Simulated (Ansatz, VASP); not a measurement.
La in VASP and in Ansatz

The input INCAR:

```
ALGO = Normal
EDIFF = 1E-6
ENCUT = 520
ISIF = 2
ISMEAR = -1
LASPH = True
LCHARG = False
LREAL = False
LWAVE = False
NBANDS = 12
NELM = 60
PREC = Accurate
SIGMA = 0.1
```

Contents of KPOINTS:

```
k-points
0
Gamma
  11 11 11
```

The input POSCAR:

```
La
1.0
    3.0800743757      0.0000000000      0.0000000000
    0.0000000000      3.0800743757      0.0000000000
    0.0000000000      0.0000000000      3.0800743757
La
1
Direct
    0.0000000000      0.0000000000      0.0000000000
```

Input for Ansatz:

```yaml
crystal:
  lattice:
    - [3.0800743757, 0.0, 0.0]
    - [0.0, 3.0800743757, 0.0]
    - [0.0, 0.0, 3.0800743757]
  atoms:
    - { symbol: La, position: [0.0, 0.0, 0.0] }
hamiltonian:
  xc: lda
  pseudopotentials:
    kind: paw
    azcp:
      La: "pseudopotentials/La.paw.azcp"
basis:
  ecutwfc: 420
  fft_grid_basis: typed
kpoints:
  mp_grid: { grid: [11, 11, 11], shift: [0, 0, 0] }
magnetization:
  spin_polarized: false
scf:
  occupations: { method: fermi_dirac, width: 0.1 }
  lower_state_search: "off"
output:
  stress: true
  write_density: true
  write_potential: true
  elf: true
  volumetric_format: npy
```

Alike in both runs: task single point; functional LDA; k mesh 11 × 11 × 11; occupations fermi-dirac, width 0.1 eV; no spin polarisation.

|  | VASP | Ansatz |
| --- | --- | --- |
| version | VASP 6.6.1 | Ansatz 0.2.0 |
| potentials or method | VASP PAW LDA potentials, release 64 (La), cutoff 520 eV | plane waves (420 eV) with PAW, scalar-relativistic |
| valence electrons in the cell | 11 | 11 |

Ansatz gave:

- pressure (GPa): 2.7

Task: Which values does VASP return?

Result: Pressure (GPa): 2.6.

Ansatz warns that its potentials were made for another functional, while VASP's fit it. LDA's correlation is that of Perdew and Zunger in VASP and of Perdew and Wang (1992) in Ansatz.

Neither program's run includes spin-orbit coupling.
